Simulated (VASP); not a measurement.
Set up this calculation in VASP 6.6.1, as the native input.

- Task: single point
- Functional: PBE
- Potentials or basis: VASP PAW PBE potentials, release 64 (B, P)
- Cutoff: 520 eV
- k mesh: 6 × 6 × 6
- Occupations: gaussian, width 0.01 eV
- Spin: no spin polarisation
- Dipole correction: no
- Further INCAR settings: ALGO = Normal; EDIFF = 1e-06; NBANDS = 11

The structure of BP lies in POSCAR:

```
BP
1.0
    0.0000000000      2.2002661989      2.2002661989
    2.2002661989      0.0000000000      2.2002661989
    2.2002661989      2.2002661989      0.0000000000
B P
1 1
Direct
    0.0000000000      0.0000000000      0.0000000000
    0.2500000000      0.2500000000      0.2500000000
```

This cell differs from its parent crystal: strain -3.0%.

The input as run:

INCAR

```
SYSTEM = BP
  PREC = Accurate
  ENCUT = 520
  EDIFF = 1E-6
  ISMEAR = 0
  SIGMA = 0.01
  LREAL = .False.
  LASPH = .True.
  NELM = 100
  ALGO = Normal
  ISIF = 2
  LWAVE = .False.
  LCHARG = .False.
  GGA = PE
  NBANDS = 11
```

KPOINTS

```
Automatic mesh
0
Gamma
  6 6 6
  0 0 0
```

Potentials or basis: VASP PAW PBE potentials, release 64 (B, P).

Command:

```bash
$ cat potpaw_PBE.64/B/POTCAR potpaw_PBE.64/P/POTCAR > POTCAR
$ mpirun -np 1 vasp_std > vasp.out
```

It gave:

```json
{
 "Pressure": "19.2 GPa",
 "Band gap on the k mesh": "1.14 eV, indirect (least direct gap 3.55 eV)"
}
```

Caveat: the cell differs from its parent crystal (strain -3.0%).

It took 1.8 s on 1 thread of Intel(R) Xeon(R) 6975P-C (Granite Rapids), with other jobs on the host, peak memory 0.13 GiB.
